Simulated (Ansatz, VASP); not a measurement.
## IrSe4: VASP beside Ansatz

```
CELL_PARAMETERS angstrom
3.70292 -4.02932 0.00000
3.70292 4.02932 0.00000
0.00000 0.00000 3.57773
ATOMIC_POSITIONS crystal
Ir 0.00000 0.00000 0.00000
Se 0.70042 0.29958 0.00000
Se 0.29958 0.70042 0.00000
Se 0.75994 0.75994 0.50000
Se 0.24006 0.24006 0.50000
```

Change from the starting cell: ordered vacancies on the cation sites of rutile (Cmmm, No. 65).

Alike in both runs: functional PBE; k mesh 4 × 4 × 6; occupations gaussian, width 0.1 eV; no spin polarisation.

Ansatz relaxed the structure, and its values are those at the end. VASP's run is a single point on that final structure, the one shown.

```csv
,VASP,Ansatz
version,VASP 6.6.1,Ansatz 0.2.0
potentials or method,"VASP PAW PBE potentials, release 64 (Ir, Se), cutoff 520 eV","scalar-relativistic, plane waves, PAW"
valence electrons in the cell,33,81
```

```tsv
	VASP	Ansatz	Ansatz less VASP
gap on the k mesh at the Fermi level (eV)	none	none	-
pressure (GPa)	0.2	0.1	-0.16
rms of the force components (eV/Å)	0.027	0.006	-0.0208
```

A gap of «none» marks a metal or a gap that the smearing closes. The functional is the same, so the differences come from potentials, cutoffs and numerics. VASP's potentials hold 33 valence electrons a cell and Ansatz's 81, so a difference there can come from the potentials and not from the codes.

Spin-orbit coupling is off throughout.
